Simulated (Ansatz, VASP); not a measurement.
# Zn: VASP beside Ansatz

Contents of INCAR:

```
SYSTEM = Zn
ALGO     = Normal         ! electronic algorithm
EDIFF    = 1E-6           ! SCF threshold, eV
ENCUT    = 520            ! plane-wave cutoff, eV
GGA      = CA             ! functional
ISIF     = 2              ! what is computed and relaxed
ISMEAR   = 0              ! smearing method
LASPH    = .True.         ! aspherical terms in the spheres
LCHARG   = .False.        ! write CHGCAR
LREAL    = .False.        ! projectors in reciprocal space
LWAVE    = .False.        ! write WAVECAR
NBANDS   = 19             ! bands
NELM     = 100            ! most SCF steps
PREC     = Accurate       ! precision mode
SIGMA    = 0.1            ! smearing width, eV
```

The input KPOINTS:

```
k-points
0
Gamma
  9 9 4
  0 0 0
```

Contents of POSCAR:

```
Zn
1.0
    2.6700000000      0.0000000000      0.0000000000
   -1.3350000000      2.3122878281      0.0000000000
    0.0000000000      0.0000000000      4.9660000000
Zn
2
Direct
    0.3333333333      0.6666666667      0.2500000000
    0.6666666667      0.3333333333      0.7500000000
```

Input for Ansatz:

```yaml
crystal:
  lattice:
    - [2.67, 0.0, 0.0]
    - [-1.335, 2.3122878281, 0.0]
    - [0.0, 0.0, 4.966]
  atoms:
    - { symbol: Zn, position: [0.3333333333, 0.6666666667, 0.25] }
    - { symbol: Zn, position: [0.6666666667, 0.3333333333, 0.75] }
basis:
  ecutwfc: 420
kpoints:
  mp_grid: { grid: [9, 9, 4] }
hamiltonian:
  xc: lda
  pseudopotentials: { kind: paw }
scf:
  occupations: { method: gaussian, width: 0.1 }
output:
  forces: true
  stress: true
  eigenvalues: true
```

Alike in both runs: task single point; functional LDA; k mesh 9 × 9 × 4; occupations gaussian, width 0.1 eV; no spin polarisation.

|  | VASP | Ansatz |
| --- | --- | --- |
| version | VASP 6.6.1 | Ansatz 0.2.0 |
| potentials or method | VASP PAW LDA potentials, release 64 (Zn), cutoff 520 eV | scalar-relativistic, plane waves, PAW |
| valence electrons in the cell | 24 | 24 |

Ansatz gave:

| Item | Value |
| --- | --- |
| gap on the k mesh at the Fermi level (eV) | none |
| pressure (GPa) | -8.9 |
| traceless stress, the component that is largest in VASP (GPa) | 1.53 |

Estimate VASP's values.

gap on the k mesh at the Fermi level (eV): none; pressure (GPa): -8.6; traceless stress, the component that is largest in VASP (GPa): 1.29.

LDA's correlation is that of Perdew and Zunger in VASP and of Perdew and Wang (1992) in Ansatz. A gap of «none» marks a metal or a gap that the smearing closes.
